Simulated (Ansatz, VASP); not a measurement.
## AlNi: VASP beside Ansatz

Contents of INCAR:

```
SYSTEM = AlNi
PREC = Accurate
ENCUT = 520
EDIFF = 1E-6
ISMEAR = 0
SIGMA = 0.15
LREAL = .False.
LASPH = .True.
NELM = 100
ALGO = Fast
ISIF = 2
LWAVE = .False.
LCHARG = .True.
GGA = PE
LELF = .True.
LVHAR = .True.
NBANDS = 14
```

The input KPOINTS:

```
Automatic mesh
0
Gamma
  16 16 16
  0 0 0
```

File POSCAR:

```
AlNi
1.0
    2.1923570833     -2.1923208037      0.0000000000
    2.1923570833      2.1923208037      0.0000000000
    0.0000000000      0.0000000000      2.9004437058
Al Ni
1 1
Direct
    0.0000000000      0.0000000000      0.0000000000
    0.5000000000      0.5000000000      0.5000000000
```

Input for Ansatz:

```yaml
crystal:
  lattice:
    - [2.1923570833, -2.1923208037, 0.0]
    - [2.1923570833, 2.1923208037, 0.0]
    - [0.0, 0.0, 2.9004437058]
  atoms:
    - { symbol: Al, position: [0.0, 0.0, 0.0] }
    - { symbol: Ni, position: [0.5, 0.5, 0.5] }
basis:
  ecutwfc: 520.0
kpoints:
  mp_grid: { grid: [16, 16, 16] }
hamiltonian:
  xc: pbe
  pseudopotentials: { kind: paw, azcp: { folder: soft_1 } }
scf:
  occupations: { method: gaussian, width: 0.15 }
output:
  forces: true
  stress: true
  eigenvalues: true
```

Change from the starting cell: normal strain along x +0.0733, normal strain along y +0.0733.

Alike in both runs: task single point; functional PBE; k mesh 16 × 16 × 16; occupations gaussian, width 0.15 eV; no spin polarisation.

```csv
,VASP,Ansatz
version,VASP 6.6.1,Ansatz 0.2.0
potentials or method,"VASP PAW PBE potentials, release 64 (Al, Ni), cutoff 520 eV","scalar-relativistic, plane waves, PAW"
valence electrons in the cell,13,21
```

|  | VASP | Ansatz | Ansatz less VASP |
| --- | --- | --- | --- |
| gap on the k mesh at the Fermi level (eV) | none | none | - |
| pressure (GPa) | -16.3 | -16.3 | +0.01 |
| traceless stress, the component that is largest in VASP (GPa) | 2.44 | 2.39 | -0.057 |

A gap of «none» marks a metal or a gap that the smearing closes. VASP's potentials hold 13 valence electrons a cell and Ansatz's 21, so a difference there can come from the potentials and not from the codes. Ansatz's warnings: near symmetry operations not taken.
